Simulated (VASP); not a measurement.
# Au (Cmcm) in VASP: further runs

Au is run at these levels: LDA, PBEsol+D3(BJ); tasks: single point.

Everything below comes from runs of VASP 6.6.1. Logs are shortened: lines on timing, memory, paths and dates and some standing lists are left out, and cuts for length are marked.

### 1 The cell of the first run

It takes space group Cmcm (No. 63, orthorhombic). Conventional cell: a = 2.823 Å, b = 5.112 Å, c = 4.893 Å, α = 90.00°, β = 90.00°, γ = 90.00°. Au (site symmetry m2m) has 12 Au at 2.82 to 2.97 Å within 3.7 Å.

### 2 Single point, LDA

INCAR

```
SYSTEM = Au
PREC = Accurate ; ENCUT = 540
EDIFF = 1E-6 ; ISMEAR = 0
SIGMA = 0.1 ; LREAL = .FALSE.
LASPH = .TRUE. ; NELM = 120
ALGO = Normal ; ISIF = 2
LWAVE = .FALSE. ; LCHARG = .FALSE.
GGA = CA ; NBANDS = 26
GGA_COMPAT = .FALSE.
```

KPOINTS

```
Automatic mesh
0
G
  6 6 4
  0 0 0
```

POSCAR

```
Au
1.0
    1.4113099650     -2.5559330250      0.0000000000
    1.4113099650      2.5559330250      0.0000000000
    0.0000000000      0.0000000000      4.8931696100
Au
2
Direct
    0.6653279700      0.3346720300      0.2500000000
    0.3346720300      0.6653279700      0.7500000000
```

Potentials or basis: VASP PAW LDA potentials, release 64 (Au_sv_GW).

Started as:

```
$ cat potpaw_LDA.64/Au_sv_GW/POTCAR > POTCAR
$ mpirun -np 1 vasp_std > vasp.out
```

OUTCAR:

```text
SYSTEM = Au
   PREC = Accurate
   ENCUT = 540
   EDIFF = 1E-6
   ISMEAR = 0
   LREAL = .FALSE.
   LASPH = .TRUE.
   NELM = 120
   ISIF = 2
   GGA = CA

 ion  position               nearest neighbor table
   1  0.665  0.335  0.250-   2 2.95   2 2.95   2 2.95   2 2.95   2 2.97   2 2.97
   2  0.335  0.665  0.750-   1 2.95   1 2.95   1 2.95   1 2.95   1 2.97   1 2.97

  LATTYP: Found a base centered orthorhombic cell.
 ALAT       =     2.8226199300
 B/A-ratio  =     1.8110359088
 C/A-ratio  =     1.7335559627

  Lattice vectors:

 A1 = (   1.4113099650,  -2.5559330250,   0.0000000000)
 A2 = (   1.4113099650,   2.5559330250,   0.0000000000)
 A3 = (   0.0000000000,   0.0000000000,   4.8931696100)

Analysis of symmetry for initial positions (statically):
=====================================================================
 Subroutine PRICEL returns:
 Original cell was already a primitive cell.

 Routine SETGRP: Setting up the symmetry group for a
 base centered orthorhombic supercell.

 Subroutine GETGRP returns: Found  8 space group operations
 (whereof  4 operations were pure point group operations)
 out of a pool of  8 trial point group operations.

The static configuration has the point symmetry C_2h.
 The point group associated with its full space group is D_2h.

Analysis of symmetry for dynamics (positions and initial velocities):
=====================================================================
 Subroutine PRICEL returns:
 Original cell was already a primitive cell.

 Routine SETGRP: Setting up the symmetry group for a
 base centered orthorhombic supercell.

 Subroutine GETGRP returns: Found  8 space group operations
 (whereof  4 operations were pure point group operations)
 out of a pool of  8 trial point group operations.

The dynamic configuration has the point symmetry C_2h.
 The point group associated with its full space group is D_2h.

 Subroutine INISYM returns: Found  8 space group operations
 (whereof  4 operations are pure point group operations),
 and found     1 'primitive' translations

----------------------------------------------------------------------------------------

                                     Primitive cell

  volume of cell :      35.3014

  direct lattice vectors                    reciprocal lattice vectors
     1.411309965 -2.555933025  0.000000000     0.354280783 -0.195623279  0.000000000
     1.411309965  2.555933025  0.000000000     0.354280783  0.195623279  0.000000000
     0.000000000  0.000000000  4.893169610     0.000000000  0.000000000  0.204366511

  length of vectors
     2.919689957  2.919689957  4.893169610     0.404701545  0.404701545  0.204366511

  position of ions in fractional coordinates (direct lattice)
     0.665327970  0.334672030  0.250000000
     0.334672030  0.665327970  0.750000000

  ion indices of the primitive-cell ions
   primitive index   ion index
                 1           1
                 2           2

----------------------------------------------------------------------------------------

 KPOINTS: Automatic mesh

Automatic generation of k-mesh.
 Grid dimensions read from file:
 generate k-points for:    6    6    4

 Generating k-lattice:

  Cartesian coordinates                     Fractional coordinates (reciprocal lattice)
     0.059046797 -0.032603880  0.000000000     0.166666667  0.000000000  0.000000000
     0.059046797  0.032603880  0.000000000     0.000000000  0.166666667  0.000000000
     0.000000000  0.000000000  0.051091628     0.000000000  0.000000000  0.250000000

  Length of vectors
     0.067450258  0.067450258  0.051091628

  Shift w.r.t. Gamma in fractional coordinates (k-lattice)
     0.000000000  0.000000000  0.000000000

 Subroutine IBZKPT returns following result:
 ===========================================

 Found     39 irreducible k-points:

 Following reciprocal coordinates:
            Coordinates               Weight
  0.000000  0.000000  0.000000      1.000000
  0.166667 -0.000000  0.000000      4.000000
  0.333333 -0.000000  0.000000      4.000000
  0.500000 -0.000000  0.000000      2.000000
  0.166667  0.166667  0.000000      2.000000
  0.333333  0.166667  0.000000      4.000000
[... 16 lines left out ...]
  0.333333  0.333333  0.250000      4.000000
  0.500000  0.333333  0.250000      8.000000
 [... further k-points ...]
   k-points           NKPTS =     39   k-points in BZ     NKDIM =     39   number of bands    NBANDS=     26
   number of dos      NEDOS =    301   number of ions     NIONS =      2
   total plane-waves  NPLWV =  23040
   dimension x,y,z NGX =    24 NGY =   24 NGZ =   40
   dimension x,y,z NGXF=    48 NGYF=   48 NGZF=   80
   ions per type =               2
   NGX,Y,Z   is equivalent  to a cutoff of  13.67, 13.67, 13.59 a.u.
   NGXF,Y,Z  is equivalent  to a cutoff of  27.33, 27.33, 27.18 a.u.
 SYSTEM =  Au
   PREC   = accura    normal or accurate (medium, high low for compatibility)
   ISTART =      0    job   : 0-new  1-cont  2-samecut
   ICHARG =      2    charge: 1-file 2-atom 10-const
   ISPIN  =      1    spin polarized calculation?
   LNONCOLLINEAR =      F non collinear calculations
   LSORBIT =      F    spin-orbit coupling
   LASPH  =      T    aspherical Exc in radial PAW
   ENCUT  =  540.0 eV  39.69 Ry    6.30 a.u.   5.53  5.53  9.27*2*pi/ulx,y,z
   NELM   =    120;   NELMIN=  2; NELMDL= -5     # of ELM steps
   EDIFF  = 0.1E-05   stopping-criterion for ELM
   LREAL  =      F    real-space projection
   EDIFFG = 0.1E-04   stopping-criterion for IOM
   NSW    =      0    number of steps for IOM
   IBRION =     -1    ionic relax: 0-MD 1-quasi-New 2-CG
   NFREE  =      0    steps in history (QN), initial steepest desc. (CG)
   ISIF   =      2    stress and relaxation
   ISYM   =      2    0-nonsym 1-usesym 2-fastsym
   POTIM  = 0.5000    time-step for ionic-motion
   TEBEG  =    0.0;   TEEND  =   0.0 temperature during run
   PSTRESS=    0.0 pullay stress
   NELECT =      38.0000    total number of electrons
   NUPDOWN=      -1.0000    fix difference up-down
   EMIN   =  10.00;   EMAX   =-10.00  energy-range for DOS
   EFERMI =   0.00;   METHOD = LEGACY
   ISMEAR =     0;   SIGMA  =   0.10  broadening in eV -4-tet -1-fermi 0-gaus
   EFERMI_NEDOS =   21; number of points for ismear=-14 and -15
   IALGO  =     38    algorithm
   IMIX   =      4    mixing-type and parameters
     AMIX     =   0.40;   BMIX     =  1.00
     AMIX_MAG =   1.60;   BMIX_MAG =  1.00
  volume/ion in A,a.u.               =      17.65       119.11
  Fermi-wavevector in a.u.,A,eV,Ry     =   1.677794  3.170571 38.300303  2.814993
  Thomas-Fermi vector in A             =   2.761997
   LORBIT       =      0    0 simple, 1 ext, 2 COOP (PROOUT), +10 PAW based schemes
   GGA     = CA    functional components
   LHFCALC =     F    Hartree Fock is set to
   AEXX    =    0.0000 exact exchange contribution
   IVDW    =     0    specifies the selected vdW correction
   LEPSILON=     F    determine dielectric tensor
   LRPA    =     F    only Hartree local field effects (RPA)
 non-spin polarized calculation
 Gauss-broadening in eV      SIGMA  =   0.10
  energy-cutoff  :      540.00
  volume of cell :       35.30
 maximum number of plane-waves:      1027
 NGX is ok and might be reduce to    24
   NGX = 11   NGY = 11   NGZ = 19

 number of electron      38.0000007 magnetization

 Free energy of the ion-electron system (eV)
  ---------------------------------------------------
  ext. energy  EPLUGINS =         0.00000000
  ---------------------------------------------------
  free energy    TOTEN  =        -7.41732890 eV

  energy without entropy =       -7.41285611  energy(sigma->0) =       -7.41509251

 E-fermi :   8.1745     XC(G=0): -13.4322

 val. band max:        8.1337380499   @ k =   0.3333   0.1667   0.0000
 cond. band min:       8.1772113306   @ k =   0.5000   0.5000   0.0000
 fundamental gap:      0.0434732807
 Fermi energy:         8.1744917124

 k-point     1 :       0.0000    0.0000    0.0000
  band No.  band energies     occupation
      1     -97.1097      2.00000
      2     -97.1016      2.00000
      3     -48.8059      2.00000
      4     -48.6604      2.00000
      5     -48.6377      2.00000
      6     -48.6376      2.00000
[... 18 lines left out ...]
     25      25.7939      0.00000
     26      26.7085      0.00000

 k-point     2 :       0.1667   -0.0000    0.0000
  band No.  band energies     occupation
      1     -97.1069      2.00000
      2     -97.0998      2.00000
      3     -48.7903      2.00000
      4     -48.7036      2.00000
      5     -48.6836      2.00000
      6     -48.6424      2.00000
[... 18 lines left out ...]
     25      24.3624      0.00000
     26      25.3604      0.00000

 k-point     3 :       0.3333   -0.0000    0.0000
  band No.  band energies     occupation
      1     -97.1011      2.00000
      2     -97.0965      2.00000
      3     -48.7944      2.00000
      4     -48.7753      2.00000
      5     -48.7530      2.00000
      6     -48.6617      2.00000
[... 18 lines left out ...]
     25      21.6933      0.00000
     26      23.6977      0.00000

 k-point     4 :       0.5000   -0.0000    0.0000
  band No.  band energies     occupation
      1     -97.0978      2.00000
      2     -97.0953      2.00000
      3     -48.8401      2.00000
      4     -48.8209      2.00000
      5     -48.7259      2.00000
      6     -48.6745      2.00000
[... 18 lines left out ...]
     25      19.5727      0.00000
     26      22.5075      0.00000
[... 496 lines left out ...]
      1     -97.1065      2.00000
      2     -97.1015      2.00000
      3     -48.7723      2.00000
      4     -48.6725      2.00000
      5     -48.6667      2.00000
      6     -48.6536      2.00000
[... 18 lines left out ...]
     25      24.3753      0.00000
     26      25.0552      0.00000

 k-point    23 :       0.3333    0.3333    0.2500
  band No.  band energies     occupation
      1     -97.0964      2.00000
      2     -97.0962      2.00000
      3     -48.8006      2.00000
      4     -48.7885      2.00000
      5     -48.7350      2.00000
      6     -48.7177      2.00000
[... 18 lines left out ...]
     25      21.2390      0.00000
     26      21.4224      0.00000

 k-point    24 :       0.5000    0.3333    0.2500
  band No.  band energies     occupation
      1     -97.0994      2.00000
      2     -97.0973      2.00000
      3     -48.7666      2.00000
      4     -48.7540      2.00000
      5     -48.7253      2.00000
      6     -48.7085      2.00000
[... 18 lines left out ...]
     25      20.8998      0.00000
     26      21.6255      0.00000

 [... further k-points ...]

------------------------ aborting loop because EDIFF is reached ----------------------------------------

  FORCE on cell =-STRESS in cart. coord.  units (eV):
  Direction    XX          YY          ZZ          XY          YZ          ZX
  --------------------------------------------------------------------------------------
  -------------------------------------------------------------------------------------
  Total       -1.9396125     -1.2088044     -3.0073062      0.0000000      0.0000000      0.0000000
  in kB      -88.0305514    -54.8623570   -136.4885086      0.0000000      0.0000000      0.0000000
  external PRESSURE =     -93.1271390 kB  Pullay stress =       0.0000000 kB

 VOLUME and BASIS-vectors are now :
 -----------------------------------------------------------------------------
  energy-cutoff  :      540.00
  volume of cell :       35.30
      direct lattice vectors                 reciprocal lattice vectors
     1.411309965 -2.555933025  0.000000000     0.354280783 -0.195623279  0.000000000
     1.411309965  2.555933025  0.000000000     0.354280783  0.195623279  0.000000000
     0.000000000  0.000000000  4.893169610     0.000000000  0.000000000  0.204366511

 POSITION                                       TOTAL-FORCE (eV/Angst)
 -----------------------------------------------------------------------------------
      1.41131     -0.84513      1.22329         0.000000      0.017187      0.000000
      1.41131      0.84513      3.66988         0.000000     -0.017187     -0.000000
 -----------------------------------------------------------------------------------
    total drift:                                0.000000      0.000000     -0.000000

  FREE ENERGIE OF THE ION-ELECTRON SYSTEM (eV)
  ---------------------------------------------------
  free  energy   TOTEN  =        -7.4173289031 eV

  energy  without entropy=       -7.4128561148  energy(sigma->0) =       -7.41509251
```

Wall time 28 s (1 thread of Intel Xeon Platinum 8259CL at 2.50GHz (Skylake/Cascade Lake), shared host); peak memory 0.16 GiB.

What came out:

```yaml
Free_energy: -7.4173 eV
Pressure: -9.3 GPa
Largest_force: 0.017 eV/Å
Band_gap_on_the_k_mesh: zero (bands 19 and 20 overlap by 6.51 eV)
```

Forces in eV/Å, atoms in the order of the input:
```
Au   0.000  0.017  0.000
Au   0.000 -0.017  0.000
```

Caveat: the k points lie up to 0.42 Å⁻¹ apart, too coarse for converged energies and pressures of a metal; spin-orbit coupling is left out, which moves the levels of the heavy elements.

### 3 Single point, PBEsol+D3(BJ)

INCAR

```
PREC = Accurate
ENCUT = 540
EDIFF = 1E-6
ISMEAR = 0
SIGMA = 0.1
LREAL = F
LASPH = T
NELM = 120
ALGO = Normal
ISIF = 2
LWAVE = F
LCHARG = T
GGA = PS
IVDW = 12
LELF = T
LVHAR = T
NBANDS = 26
GGA_COMPAT = F
```

KPOINTS

```
regular mesh
0
Gamma
  6 6 4
```

POSCAR is that of step 2.

Potentials or basis: VASP PAW PBE potentials, release 64 (Au_sv_GW).

Started as:

```
$ cat potpaw_PBE.64/Au_sv_GW/POTCAR > POTCAR
$ mpirun -np 1 vasp_std > vasp.out
```

OUTCAR:

```text
PREC = Accurate
   ENCUT = 540
   EDIFF = 1E-6
   ISMEAR = 0
   LREAL = F
   LASPH = T
   NELM = 120
   ISIF = 2
   GGA = PS
   IVDW = 12
 IVDW          = 12

 ion  position               nearest neighbor table
   1  0.665  0.335  0.250-   2 2.95   2 2.95   2 2.95   2 2.95   2 2.97   2 2.97
   2  0.335  0.665  0.750-   1 2.95   1 2.95   1 2.95   1 2.95   1 2.97   1 2.97

  LATTYP: Found a base centered orthorhombic cell.
 ALAT       =     2.8226199300
 B/A-ratio  =     1.8110359088
 C/A-ratio  =     1.7335559627

  Lattice vectors:

 A1 = (   1.4113099650,  -2.5559330250,   0.0000000000)
 A2 = (   1.4113099650,   2.5559330250,   0.0000000000)
 A3 = (   0.0000000000,   0.0000000000,   4.8931696100)

Analysis of symmetry for initial positions (statically):
=====================================================================
 Subroutine PRICEL returns:
 Original cell was already a primitive cell.

 Routine SETGRP: Setting up the symmetry group for a
 base centered orthorhombic supercell.

 Subroutine GETGRP returns: Found  8 space group operations
 (whereof  4 operations were pure point group operations)
[... 163 lines left out ...]
  free energy    TOTEN  =        -6.53376722 eV

  energy without entropy =       -6.52946374  energy(sigma->0) =       -6.53161548

 E-fermi :   8.2899     XC(G=0): -13.2804

 val. band max:        8.2546823811   @ k =   0.3333   0.1667   0.0000
 cond. band min:       8.2905590456   @ k =   0.5000   0.5000   0.0000
 fundamental gap:      0.0358766645
 Fermi energy:         8.2899246793

 k-point     1 :       0.0000    0.0000    0.0000
  band No.  band energies     occupation
      1     -97.5104      2.00000
      2     -97.5026      2.00000
      3     -48.8681      2.00000
      4     -48.7255      2.00000
      5     -48.7032      2.00000
      6     -48.7025      2.00000
[... 685 lines left out ...]
     25      20.9942      0.00000
     26      21.7385      0.00000

 [... further k-points ...]

------------------------ aborting loop because EDIFF is reached ----------------------------------------

 Edisp (eV)   -1.21866

 E8    (eV) :    -0.8236

  FORCE on cell =-STRESS in cart. coord.  units (eV):
  Direction    XX          YY          ZZ          XY          YZ          ZX
  --------------------------------------------------------------------------------------
  -------------------------------------------------------------------------------------
  Total      -2.32560    -1.64394    -3.48629     0.00000    -0.00000     0.00000
  in kB    -105.54901   -74.61120  -158.22760     0.00000    -0.00000     0.00000
  external pressure =     -112.80 kB  Pullay stress =        0.00 kB

 VOLUME and BASIS-vectors are now :
 -----------------------------------------------------------------------------
  energy-cutoff  :      540.00
  volume of cell :       35.30
      direct lattice vectors                 reciprocal lattice vectors
     1.411309965 -2.555933025  0.000000000     0.354280783 -0.195623279  0.000000000
     1.411309965  2.555933025  0.000000000     0.354280783  0.195623279  0.000000000
     0.000000000  0.000000000  4.893169610     0.000000000  0.000000000  0.204366511

 POSITION                                       TOTAL-FORCE (eV/Angst)
 -----------------------------------------------------------------------------------
      1.41131     -0.84513      1.22329         0.000000      0.025566     -0.000000
      1.41131      0.84513      3.66988         0.000000     -0.025566      0.000000
 -----------------------------------------------------------------------------------
    total drift:                                0.000000      0.000000     -0.000000

  FREE ENERGIE OF THE ION-ELECTRON SYSTEM (eV)
  ---------------------------------------------------
  free  energy   TOTEN  =        -7.7524284216 eV

  energy  without entropy=       -7.7481249437  energy(sigma->0) =       -7.75027668
```

OSZICAR:

```text
N       E                     dE             d eps       ncg     rms          rms(c)
DAV:   1     0.919953343221E+03    0.91995E+03   -0.23213E+04  2614   0.255E+03
DAV:   2     0.119153519920E+03   -0.80080E+03   -0.76163E+03  2486   0.102E+03
DAV:   3     0.115947929063E+01   -0.11799E+03   -0.11135E+03  3074   0.455E+02
DAV:   4    -0.853582091906E+01   -0.96953E+01   -0.96266E+01  3408   0.134E+02
DAV:   5    -0.893973913416E+01   -0.40392E+00   -0.40377E+00  3288   0.273E+01    0.161E+01
DAV:   6    -0.664166633368E+01    0.22981E+01   -0.52879E+00  3684   0.452E+01    0.157E+01
DAV:   7    -0.655665159895E+01    0.85015E-01   -0.24059E-01  3442   0.580E+00    0.102E+01
DAV:   8    -0.653383775397E+01    0.22814E-01   -0.35213E-02  3346   0.455E+00    0.104E+00
DAV:   9    -0.653374405892E+01    0.93695E-04   -0.21399E-03  3844   0.106E+00    0.171E-01
DAV:  10    -0.653376714073E+01   -0.23082E-04   -0.40666E-05  3580   0.129E-01    0.453E-03
DAV:  11    -0.653376722121E+01   -0.80474E-07   -0.58518E-07  1788   0.146E-02
   1 F= -.77524284E+01 E0= -.77502767E+01  d E =-.430348E-02
```

Wall time 39 s (1 thread of Intel Xeon Platinum 8375C at 2.90GHz (Ice Lake), shared host); peak memory 0.18 GiB.

What came out:

* Free energy: -7.7524 eV
* Pressure: -11.3 GPa
* Largest force: 0.026 eV/Å
* Band gap on the k mesh: zero (bands 19 and 20 overlap by 6.50 eV)
* Dispersion energy per atom: -0.609 eV

Forces on the atoms (eV/Å):
```
Au   0.000  0.026  0.000
Au   0.000 -0.026  0.000
```

Stress tensor (GPa, compression positive):
```
-10.55   0.00   0.00
  0.00  -7.46   0.00
  0.00   0.00 -15.82
```

Caveat: the k points lie up to 0.42 Å⁻¹ apart, too coarse for converged energies and pressures of a metal; three body term missing; the PAW data sets were made with another functional, which shifts forces and pressure a little; spin-orbit coupling is left out, which moves the levels of the heavy elements.

The gap in the log of VASP goes by the Fermi energy; the results here count the filled bands.